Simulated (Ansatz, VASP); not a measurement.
IrSe: VASP beside Ansatz

```
CELL_PARAMETERS angstrom
0.00000 2.78206 2.78206
2.78206 0.00000 2.78206
2.78206 2.78206 0.00000
ATOMIC_POSITIONS crystal
Ir 0.00000 0.00000 0.00000
Se 0.25000 0.25000 0.25000
```

Alike in both runs: task single point; functional LDA; k mesh 10 × 10 × 10; occupations gaussian, width 0.05 eV; no spin polarisation.

|  | VASP | Ansatz |
| --- | --- | --- |
| version | VASP 6.6.1 | Ansatz 0.2.0 |
| potentials or method | VASP PAW LDA potentials, release 64 (Ir, Se), cutoff 520 eV | scalar-relativistic, plane waves, PAW |
| valence electrons in the cell | 15 | 33 |

```tsv
	VASP	Ansatz	Ansatz less VASP
gap on the k mesh at the Fermi level (eV)	none	none	-
pressure (GPa)	-6.8	-7.5	-0.73
```

LDA's correlation is that of Perdew and Zunger in VASP and of Perdew and Wang (1992) in Ansatz. A gap of «none» marks a metal or a gap that the smearing closes. VASP's potentials hold 15 valence electrons a cell and Ansatz's 33, so a difference there can come from the potentials and not from the codes.

Spin-orbit coupling is off throughout.
